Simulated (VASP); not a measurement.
Input of a VASP 6.6.1 run:

The input INCAR:

```
SYSTEM = Ti
PREC     = Accurate       ! precision mode
ENCUT    = 520            ! plane-wave cutoff, eV
EDIFF    = 1E-7           ! SCF threshold, eV
ISMEAR   = 0              ! smearing method
SIGMA    = 0.15           ! smearing width, eV
LREAL    = .False.        ! projectors in reciprocal space
LASPH    = .True.         ! aspherical terms in the spheres
NELM     = 80             ! most SCF steps
ALGO     = Fast           ! electronic algorithm
ISIF     = 2              ! what is computed and relaxed
LWAVE    = .False.        ! write WAVECAR
LCHARG   = .False.        ! write CHGCAR
GGA      = PS             ! functional
NBANDS   = 12             ! bands
```

KPOINTS

```
regular mesh
0
Gamma
  22 22 22
  0 0 0
```

The input POSCAR:

```
Ti
1.0
   -1.6454282974      1.6454282974      1.5269574600
    1.6454282974     -1.6454282974      1.5269574600
    1.6454282974      1.6454282974     -1.5269574600
Ti
1
Direct
    0.0000000000      0.0000000000      0.0000000000
```

Potentials or basis: VASP PAW PBE potentials, release 64 (Ti_sv).

The run is started by

```bash
$ cat potpaw_PBE.64/Ti_sv/POTCAR > POTCAR
$ mpirun -np 1 vasp_std > vasp.out
```

Task: What does it give for the band gap on the k mesh?

Result: Zero (band 6 reaches 9.44 eV, above the bottom of band 7 at 7.84 eV).

Task: Estimate the pressure.

Result: -0.1 GPa.

Stress tensor (GPa, compression positive):
```
 0.69  0.00  0.00
 0.00  0.69  0.00
 0.00  0.00 -1.63
```

Caveat: the PAW data sets were made with another functional, which shifts forces and pressure a little.
